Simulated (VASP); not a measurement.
Wanted: the native input for a VASP 6.6.1 run.

```yaml
Task: single point
Functional: PBEsol
Potentials_or_basis: VASP PAW PBE potentials, release 64 (La)
Cutoff: 520 eV
k_mesh: 7 × 7 × 4
Occupations: gaussian, width 0.05 eV
Spin: no spin polarisation
Dipole_correction: no
Further_INCAR_settings: ALGO = Normal; EDIFF = 1e-06; NBANDS = 18
```

The structure of La lies in POSCAR:

```
La
1.0
    3.6011801658      0.0000000000      0.0000000000
   -1.8005900829      3.1187135072      0.0000000000
    0.0000000000      0.0000000000      6.1636360608
La
2
Direct
    0.3333333333      0.6666666667      0.2500000000
    0.6666666667      0.3333333333      0.7500000000
```

The input as run:

INCAR

```
SYSTEM = La
ALGO = Normal ; EDIFF = 1E-6
ENCUT = 520 ; GGA = PS
ISIF = 2 ; ISMEAR = 0
LASPH = .TRUE. ; LCHARG = .FALSE.
LREAL = .FALSE. ; LWAVE = .FALSE.
NBANDS = 18 ; NELM = 60
PREC = Accurate ; SIGMA = 0.05
```

KPOINTS

```
k-points
0
G
  7 7 4
  0 0 0
```

Potentials or basis: VASP PAW PBE potentials, release 64 (La).

Command:

```bash
$ cat potpaw_PBE.64/La/POTCAR > POTCAR
$ mpirun -np 1 vasp_std > vasp.out
```

Results of the run:

* Pressure: 0.1 GPa
* Band gap on the k mesh: zero (bands 11 and 12 overlap by 1.45 eV)

Caveat: the PAW data sets were made with another functional, which shifts forces and pressure a little; spin-orbit coupling is left out, which moves the levels of the heavy elements.

It took 29 s on 1 thread of Intel(R) Xeon(R) Platinum 8559C (Emerald Rapids), on a shared host, peak memory 0.19 GiB.
